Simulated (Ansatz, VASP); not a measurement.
**NaF: VASP beside Ansatz**

```
CELL_PARAMETERS angstrom
0.00000 2.32330 2.32330
2.32330 0.00000 2.32330
2.32330 2.32330 0.00000
ATOMIC_POSITIONS crystal
Na 0.00000 0.00000 0.00000
F 0.51076 0.51076 0.48924
```

Change from the starting cell: all F atoms moved +0.050 Å, as atom 2 along Cartesian [0 0 1].

Alike in both runs: task single point; functional PBEsol; k mesh 8 × 8 × 8; occupations gaussian, width 0.05 eV; no spin polarisation.

```csv
,VASP,Ansatz
version,VASP 6.6.1,Ansatz 0.2.0
potentials or method,"VASP PAW PBE potentials, release 64 (Na_pv, F), cutoff 520 eV","scalar-relativistic, plane waves, PAW"
valence electrons in the cell,14,16
```

|  | VASP | Ansatz | Ansatz less VASP |
| --- | --- | --- | --- |
| gap on the k mesh at the Fermi level (eV) | 6.12 | 6.14 | +0.021 |
| least direct gap on the mesh (eV) | 6.12 | 6.14 | +0.021 |
| pressure (GPa) | -0.6 | -0.5 | +0.09 |
| traceless stress, the component that is largest in VASP (GPa) | 0.18 | 0.18 | -0.009 |
| rms of the force components (eV/Å) | 0.064 | 0.061 | -0.0028 |

VASP's potentials were made for PBE, not for PBEsol. Atom by atom the forces differ by 0.003 eV/Å (rms over components). VASP's potentials hold 14 valence electrons a cell and Ansatz's 16, so a difference there can come from the potentials and not from the codes.
